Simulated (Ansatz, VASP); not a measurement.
# Two plane-wave programs on V3Br

```xyz
4
Lattice="-1.7747 1.7747 4.5612 1.7747 -1.7747 4.5612 1.7747 1.7747 -4.5612" Properties=species:S:1:pos:R:3 pbc="T T T"
V     0.0000    0.0000    4.5612
V     1.7747    0.0000    2.2806
V     0.0000    1.7747    2.2806
Br    0.0000    0.0000    0.0000
```

Alike in both runs: functional PBE; k mesh 6 × 6 × 6; occupations gaussian, width 0.1 eV; no spin polarisation.

Ansatz relaxed the structure, and its values are those at the end. VASP's run is a single point on that final structure, the one shown.

```csv
,VASP,Ansatz
version,VASP 6.6.1,Ansatz 0.2.0
potentials or method,"VASP PAW PBE potentials, release 64 (V_sv, Br), cutoff 520 eV","scalar-relativistic, plane waves, PAW"
valence electrons in the cell,46,46
```

Ansatz gave:

| Quantity | Value |
| --- | --- |
| gap on the k mesh at the Fermi level (eV) | none |
| pressure (GPa) | 0.0 |

Task: What did VASP give for the same quantities?

Result: gap on the k mesh at the Fermi level (eV): none; pressure (GPa): 0.2.

A gap of «none» marks a metal or a gap that the smearing closes. With one functional, cell and mesh, what is left measures potentials, basis and numerics.

The k mesh is coarse, so the values compare programs but aren't converged.
